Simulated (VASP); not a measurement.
Ge, 4 atoms in the cell. Symmetry: P6_3/mmc, No. 194, hexagonal system. The conventional cell has a = 3.998 Å, b = 3.998 Å, c = 6.599 Å, α = 90.00°, β = 90.00°, γ = 120.00°. Within 3.2 Å of Ge (site symmetry 3m) lie 4 Ge at 2.45 to 2.47 Å. This isn't the form of Ge at room conditions, which is diamond.

* Program: VASP 6.6.1
* Task: relaxation of cell and atoms
* Functional: PBEsol
* Potentials or basis: VASP PAW PBE potentials, release 64 (Ge_d)
* Cutoff: 600 eV
* k mesh: 7 × 7 × 4
* Occupations: fermi-dirac, width 0.1 eV
* Spin: no spin polarisation
* Target pressure: -2 GPa
* Dipole correction: no
* Further INCAR settings: ALGO = Normal; EDIFF = 1e-07; IBRION = 2; EDIFFG = -0.005; NSW = 80; ISIF = 3

Potentials or basis: VASP PAW PBE potentials, release 64 (Ge_d).

Run with:

```bash
$ cat potpaw_PBE.64/Ge_d/POTCAR > POTCAR
$ mpirun -np 1 vasp_std > vasp.out
```

Hardware: 1 thread of Intel Xeon 8259CL, on a shared host.

Problem. Estimate the wall time of this run.

Solution. Run time: 8.7 min on 1 thread of Intel Xeon 8259CL, on a shared host, peak memory 0.26 GiB. Counts: scf iterations 57, k points 24, ion steps 7.
